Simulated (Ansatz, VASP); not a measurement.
# Two plane-wave programs on AlN

```
Al N
1.0
     0.00000    2.04421    2.04421
     2.04421    0.00000    2.04421
     2.04421    2.04421    0.00000
Al N
1 1
Direct
  0.00000 0.00000 0.00000
  0.50000 0.50000 0.50000
```

Alike in both runs: task single point; functional PBE; dispersion D3(BJ); k mesh 10 × 10 × 10; occupations gaussian, width 0.05 eV; no spin polarisation.

|  | VASP | Ansatz |
| --- | --- | --- |
| version | VASP 6.6.1 | Ansatz 0.2.0 |
| potentials or method | VASP PAW PBE potentials, release 64 (Al, N), cutoff 600 eV | scalar-relativistic, plane waves, PAW |
| valence electrons in the cell | 8 | 8 |

|  | VASP | Ansatz | Ansatz less VASP |
| --- | --- | --- | --- |
| gap on the k mesh at the Fermi level (eV) | 4.29 | 4.31 | +0.022 |
| least direct gap on the mesh (eV) | 5.21 | 5.20 | -0.010 |
| pressure (GPa) | -10.0 | -9.6 | +0.41 |
